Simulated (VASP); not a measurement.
Si: single point with PBE

Si:

```
CELL_PARAMETERS angstrom
0.00000 2.73511 2.73511
2.73511 0.00000 2.73511
2.73511 2.73511 0.00000
ATOMIC_POSITIONS crystal
Si 0.00000 0.00000 0.00000
Si 0.25000 0.25000 0.25000
```

* Program: VASP 6.6.1
* Task: single point
* Functional: PBE
* Potentials or basis: VASP PAW PBE potentials, release 64 (Si)
* Cutoff: 500 eV
* k mesh: 10 × 10 × 10
* Occupations: gaussian, width 0.01 eV
* Spin: no spin polarisation

| Quantity | Value |
| --- | --- |
| Pressure | -0.1 GPa |
| Band gap on the k mesh | 0.62 eV, indirect (least direct gap 2.56 eV) |

Levels at points of the mesh, in eV from the valence-band top:
```
           k point  band 1  band 2  band 3  band 4  band 5  band 6  band 7  band 8
(0.00, 0.00, 0.00)  -11.81    0.00    0.00    0.00    2.56    2.56    2.56    3.12
(0.50, 0.00, 0.00)   -9.53   -6.86   -1.18   -1.18    1.46    3.35    3.35    7.70
(0.50, 0.50, 0.00)   -7.74   -7.74   -2.79   -2.79    0.75    0.75    9.93    9.93
```

Wall time 28 s on 1 thread of Intel Xeon 8259CL, on a shared host, peak memory 0.15 GiB.

A k mesh can miss the band edges.
